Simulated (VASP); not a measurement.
# GaP (F-43m) in VASP: a series of runs, part 2 of 2

VASP 6.6.1. The steps go on from the part before.

## 5. Relaxation of cell and atoms, LDA

Contents of INCAR:

```
PREC = Accurate
ENCUT = 500
EDIFF = 1E-7
ISMEAR = 0
SIGMA = 0.02
LREAL = F
LASPH = T
NELM = 120
ALGO = Normal
ISIF = 3
LWAVE = F
LCHARG = F
IBRION = 2
NSW = 100
EDIFFG = -0.002
GGA_COMPAT = F
NELMIN = 4
```

Contents of KPOINTS:

```
regular mesh
0
Gamma
  8 8 8
```

Contents of POSCAR:

```
GaP
1.0
    0.0000000000      2.7255000000      2.7255000000
    2.7255000000      0.0000000000      2.7255000000
    2.7255000000      2.7255000000      0.0000000000
Ga P
1 1
Direct
    0.0000000000      0.0000000000      0.0000000000
    0.2500000000      0.2500000000      0.2500000000
```

Potentials or basis: VASP PAW LDA potentials, release 64 (Ga_d, P).

Command:

```bash
cat potpaw_LDA.64/Ga_d/POTCAR potpaw_LDA.64/P/POTCAR > POTCAR
mpirun -np 1 vasp_std > vasp.out
```

OUTCAR:

```text
PREC = Accurate
   ENCUT = 500
   EDIFF = 1E-7
   ISMEAR = 0
   LREAL = F
   LASPH = T
   NELM = 120
   ISIF = 3
   IBRION = 2
   NSW = 100
   EDIFFG = -0.002
   NELMIN = 4

 ion  position               nearest neighbor table
   1  0.000  0.000  0.000-   2 2.36   2 2.36   2 2.36   2 2.36
   2  0.250  0.250  0.250-   1 2.36   1 2.36   1 2.36   1 2.36

  LATTYP: Found a face centered cubic cell.
 ALAT       =     5.4510000000

  Lattice vectors:

 A1 = (   0.0000000000,   2.7255000000,   2.7255000000)
 A2 = (   2.7255000000,   0.0000000000,   2.7255000000)
 A3 = (   2.7255000000,   2.7255000000,   0.0000000000)

Analysis of symmetry for initial positions (statically):
=====================================================================
 Subroutine PRICEL returns:
 Original cell was already a primitive cell.

 Routine SETGRP: Setting up the symmetry group for a
 face centered cubic supercell.

 Subroutine GETGRP returns: Found 24 space group operations
 (whereof 24 operations were pure point group operations)
 out of a pool of 48 trial point group operations.

The static configuration has the point symmetry T_d .

Analysis of symmetry for dynamics (positions and initial velocities):
=====================================================================
 Subroutine PRICEL returns:
 Original cell was already a primitive cell.
[... 230 lines left out ...]

 Free energy of the ion-electron system (eV)
  ---------------------------------------------------
  ext. energy  EPLUGINS =         0.00000000
  ---------------------------------------------------
  free energy    TOTEN  =       -10.45087071 eV

  energy without entropy =      -10.45087071  energy(sigma->0) =      -10.45087071

 E-fermi :   4.9195     XC(G=0): -10.3052

 val. band max:        4.8356391028   @ k =   0.0000   0.0000   0.0000
 cond. band min:       6.2676451172   @ k =   0.5000   0.5000   0.0000
 fundamental gap:      1.4320060144
 Fermi energy:         4.9194885507

 k-point     1 :       0.0000    0.0000    0.0000
  band No.  band energies     occupation
      1      -9.9279      2.00000
      2      -9.9279      2.00000
      3      -9.9279      2.00000
      4      -9.8200      2.00000
      5      -9.8200      2.00000
      6      -7.9154      2.00000
      7       4.8356      2.00000
      8       4.8356      2.00000
      9       4.8356      2.00000
     10       6.7349      0.00000
     11       8.6193      0.00000
     12       8.6193      0.00000
     13       8.6193      0.00000
[... 354 lines left out ...]
  band No.  band energies     occupation
      1     -10.0196      2.00000
      2      -9.8948      2.00000
      3      -9.8811      2.00000
      4      -9.8260      2.00000
      5      -9.8121      2.00000
      6      -5.2959      2.00000
      7      -1.8131      2.00000
      8       1.4765      2.00000
      9       2.7884      2.00000
     10       8.2697      0.00000
     11       8.9877      0.00000
     12      11.2960      0.00000
     13      12.7340      0.00000

 [... further k-points ...]

------------------------ aborting loop because EDIFF is reached ----------------------------------------

  FORCE on cell =-STRESS in cart. coord.  units (eV):
  Direction    XX          YY          ZZ          XY          YZ          ZX
  --------------------------------------------------------------------------------------
  -------------------------------------------------------------------------------------
  Total       -0.0018422     -0.0018422     -0.0018422      0.0000000      0.0000000      0.0000000
  in kB       -0.0752461     -0.0752461     -0.0752461      0.0000000      0.0000000      0.0000000
  external PRESSURE =      -0.0752461 kB  Pullay stress =       0.0000000 kB
[... 17 lines left out ...]
  FREE ENERGIE OF THE ION-ELECTRON SYSTEM (eV)
  ---------------------------------------------------
  free  energy   TOTEN  =       -10.4508707050 eV

  energy  without entropy=      -10.4508707050  energy(sigma->0) =      -10.45087071

 reached required accuracy - stopping structural energy minimisation
```

OSZICAR:

```text
N       E                     dE             d eps       ncg     rms          rms(c)
DAV:   1     0.781188106644E+02    0.78119E+02   -0.92834E+03   754   0.192E+03
DAV:   2    -0.486539808176E+01   -0.82984E+02   -0.80713E+02   839   0.326E+02
DAV:   3    -0.106530974857E+02   -0.57877E+01   -0.57631E+01   929   0.736E+01
[... 25 lines left out ...]
DAV:   4    -0.104510321778E+02    0.82827E-03   -0.10595E-03   892   0.531E-01    0.544E-02
DAV:   5    -0.104508762150E+02    0.15596E-03   -0.77914E-05  1023   0.130E-01    0.183E-02
DAV:   6    -0.104508708569E+02    0.53580E-05   -0.73291E-06   977   0.480E-02    0.850E-03
DAV:   7    -0.104508707038E+02    0.15309E-06   -0.53638E-07   829   0.147E-02    0.456E-03
DAV:   8    -0.104508707050E+02   -0.11942E-08   -0.11336E-07   457   0.495E-03
   3 F= -.10450871E+02 E0= -.10450871E+02  d E =-.108788E-01
```

CONTCAR:

```text
GaP
   1.00000000000000
     0.0000000000000000    2.6967591929513417    2.6967591929513417
     2.6967591929513417    0.0000000000000000    2.6967591929513417
     2.6967591929513417    2.6967591929513417    0.0000000000000000
  Ga              P
     1     1
Direct
     0.0000000000000000    0.0000000000000000    0.0000000000000000
     0.2500000000000000    0.2500000000000000    0.2500000000000000

  0.00000000E+00  0.00000000E+00  0.00000000E+00
  0.00000000E+00  0.00000000E+00  0.00000000E+00
```

Wall time 61 s (1 thread of Intel Xeon 8259CL, shared host); peak memory 0.15 GiB.

Results:

```yaml
Free_energy: -10.4509 eV
Relaxed_volume: 19.61 Å³/atom
Relaxed_cell: a = 3.814 Å, b = 3.814 Å, c = 3.814 Å, α = 60.00°, β = 60.00°, γ = 60.00°
Space_group_after_relaxing_to_0.1_Å: F-43m (No. 216)
Energy_gained_by_relaxing: 5.4 meV/atom
Ionic_steps: 3
Pressure_after_relaxing: 0.0 GPa
Band_gap_on_the_k_mesh: 1.43 eV (least direct gap 1.90 eV)
```

Step by step:
```csv
step,energy change (eV),largest force (eV/Å),pressure (GPa),volume (Å³)
1,0.0000,0.0000,-2.67,40.49
2,-0.0075,0.0000,1.62,38.55
3,-0.0109,0.0000,-0.01,39.22
```

Final structure:
```
Ga P
1.0
     0.00000    2.69676    2.69676
     2.69676    0.00000    2.69676
     2.69676    2.69676    0.00000
Ga P
1 1
Cartesian
  0.0000 0.0000 0.0000
  1.3484 1.3484 1.3484
```

Levels at points of the mesh, in eV from the valence-band top:
```
           k point  band 7  band 8  band 9  band 10  band 11  band 12
(0.00, 0.00, 0.00)    0.00    0.00    0.00     1.90     3.78     3.78
(0.50, 0.00, 0.00)   -6.89   -1.18   -1.18     1.61     4.62     4.62
(0.50, 0.50, 0.00)   -6.99   -2.82   -2.82     1.43     1.65    10.69
```

A k mesh can miss the band edges.

## 6. Overview

```csv
task,cell,k mesh,smearing,gap on the mesh (eV),pressure (GPa)
single point,"a = 3.854 Å, angles 60.0°, 2 atoms",6 × 6 × 6,gaussian 0.1 eV,1.49,-2.7
single point,"a = 3.812 Å, angles 60.0°, 2 atoms",8 × 8 × 8,gaussian 0.02 eV,1.43,0.1
single point,"a = 3.812 Å, angles 60.0°, 2 atoms",10 × 10 × 10,gaussian 0.02 eV,1.40,0.1
relaxation of cell and atoms,"relaxed from a = 3.854 Å, angles 60.0°, 2 atoms",8 × 8 × 8,gaussian 0.02 eV,1.43,0.0
```

Alike in all rows: level LDA; potentials or basis VASP PAW LDA potentials, release 64 (Ga_d, P); no spin polarisation; cutoff (eV) 500.

Absolute energies hang on the potentials; compare differences alone.
